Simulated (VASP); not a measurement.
Set up this calculation in VASP 6.6.1, as the native input.

| Item | Value |
| --- | --- |
| Task | single point |
| Functional | PBE |
| Dispersion | D3(BJ) |
| Potentials or basis | VASP PAW PBE potentials, release 64 (Sn_d, O) |
| Cutoff | 520 eV |
| k mesh | 6 × 6 × 6 |
| Occupations | gaussian, width 0.05 eV |
| Spin | no spin polarisation |
| Dipole correction | no |
| Further INCAR settings | ALGO = Normal; EDIFF = 1e-06; NBANDS = 64 |

The structure of SnO2 lies in POSCAR:

```
SnO2
1.0
    3.2373377712      1.8690778337      4.2908446647
   -3.2373377712      1.8690778337      4.2908446647
    0.0000000000     -3.7381556673      4.2908446647
Sn O
4 8
Direct
    0.8611666638      0.8665850551      0.8665850549
    0.3611989164      0.3665857616      0.8665896802
    0.3611989164      0.8665896805      0.3665857613
    0.8611792975      0.3665906278      0.3665906276
    0.1345320663      0.6144693204      0.6144693213
    0.6345440701      0.1145220328      0.6144876962
    0.6345440701      0.6144876953      0.1145220338
    0.6217289383      0.6017415496      0.6017415505
    0.1345393182      0.1145106696      0.1145106705
    0.1217648705      0.1016933824      0.6017141639
    0.1217648705      0.6017141630      0.1016933834
    0.6217610537      0.1017175328      0.1017175338
```

This cell differs from its parent crystal: atoms displaced along a vibrational mode.

One way to write it, as run:

INCAR

```
SYSTEM = SnO2
PREC = Accurate ; ENCUT = 520
EDIFF = 1E-6 ; ISMEAR = 0
SIGMA = 0.05 ; LREAL = .False.
LASPH = .True. ; NELM = 80
ALGO = Normal ; ISIF = 2
LWAVE = .False. ; LCHARG = .False.
GGA = PE ; IVDW = 12
NBANDS = 64
```

KPOINTS

```
Automatic mesh
0
Gamma
  6 6 6
  0 0 0
```

Potentials or basis: VASP PAW PBE potentials, release 64 (Sn_d, O).

The run is started by

```sh
$ cat potpaw_PBE.64/Sn_d/POTCAR potpaw_PBE.64/O/POTCAR > POTCAR
$ mpirun -np 1 vasp_std > vasp.out
```

Results of the run:

```yaml
Pressure: 1.7 GPa
Largest_force: 1.413 eV/Å
Band_gap_on_the_k_mesh: 1.54 eV
Dispersion_energy_per_atom: -0.201 eV
```

Caveat: the cell differs from its parent crystal (atoms displaced along a vibrational mode); spin-orbit coupling is left out, which moves the levels of the heavy elements; forces of over 1 eV/Å act on the atoms, so gaps and moduli don't describe the material at rest.

Wall time 18 min on 1 thread of Oxide Virtual Turin-like Processor, with other jobs on the host, peak memory 0.53 GiB.
